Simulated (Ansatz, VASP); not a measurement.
Two plane-wave programs on InP

```
CELL_PARAMETERS angstrom
0.00000 2.74536 2.74536
2.74536 0.00000 2.74536
2.74536 2.74536 0.00000
ATOMIC_POSITIONS crystal
In 0.00000 0.00000 0.00000
P 0.50000 0.50000 0.50000
```

Alike in both runs: task single point; functional r2SCAN; k mesh 6 × 6 × 6; occupations fermi-dirac, width 0.2 eV; no spin polarisation.

```csv
,VASP,Ansatz
version,VASP 6.6.1,Ansatz 0.2.0
potentials or method,"VASP PAW PBE potentials, release 64 (In_d, P)",plane waves
plane-wave cutoff (eV),520,500
valence electrons in the cell,18,18
```

```csv
,VASP,Ansatz,Ansatz less VASP
pressure (GPa),0.7,0.7,-0.02
```

VASP's potentials were made for PBE, not for r2SCAN.
